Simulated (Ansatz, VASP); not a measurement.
**Two plane-wave programs on Ba2Be**

INCAR

```
SYSTEM = Ba2Be
PREC = Accurate
ENCUT = 600
EDIFF = 1E-6
ISMEAR = 0
SIGMA = 0.1
LREAL = .False.
LASPH = .True.
NELM = 60
ALGO = Fast
ISIF = 3
LWAVE = .False.
LCHARG = .False.
GGA = PE
IBRION = 2
NSW = 100
EDIFFG = -0.01
```

File KPOINTS:

```
regular mesh
0
Gamma
  12 12 14
  0 0 0
```

The input POSCAR:

```
Ba2Be
1.0
    5.8123851652      0.0000000000      0.0000000000
   -2.9061925826      5.0336732096      0.0000000000
    0.0000000000      0.0000000000      3.5591627771
Ba Be
2 1
Direct
    0.3333333333      0.6666666667      0.5000000000
    0.6666666667      0.3333333333      0.5000000000
    0.0000000000      0.0000000000      0.0000000000
```

Input for Ansatz:

```yaml
crystal:
  lattice:
    - [5.8123851652, 0.0, 0.0]
    - [-2.9061925826, 5.0336732096, 0.0]
    - [0.0, 0.0, 3.5591627771]
  atoms:
    - { symbol: Ba, position: [0.3333333333, 0.6666666667, 0.5] }
    - { symbol: Ba, position: [0.6666666667, 0.3333333333, 0.5] }
    - { symbol: Be, position: [0.0, 0.0, 0.0] }
basis:
  ecutwfc: 420
kpoints:
  mp_grid: { grid: [12, 12, 14] }
hamiltonian:
  xc: pbe
scf:
  occupations: { method: gaussian, width: 0.1 }
output:
  forces: true
  stress: true
  eigenvalues: true
relax:
  adjacent_minimum: "off"
  f_tol: 0.01
  max_steps: 80
  cell: { stress_tol: 0.05 }
```

Change from the starting cell: species swapped into the ZrB2 type (P6/mmm, No. 191).

Alike in both runs: task relaxation of cell and atoms; functional PBE; k mesh 12 × 12 × 14; occupations gaussian, width 0.1 eV; no spin polarisation.

|  | VASP | Ansatz |
| --- | --- | --- |
| version | VASP 6.6.1 | Ansatz 0.2.0 |
| potentials or method | VASP PAW PBE potentials, release 64 (Ba_sv, Be), cutoff 600 eV | scalar-relativistic, plane waves, PAW |
| valence electrons in the cell | 22 | 22 |

```csv
,VASP,Ansatz,Ansatz less VASP
"gap on the k mesh at the Fermi level, each at its own relaxed structure (eV)",none,none,-
relaxed volume (Å³/atom),35.57,34.28,-1.291
relaxed length of the cell vector where the two differ most in proportion (Å),3.615,3.563,-0.0521
```

A gap of «none» marks a metal or a gap that the smearing closes.

Spin-orbit coupling is off throughout.
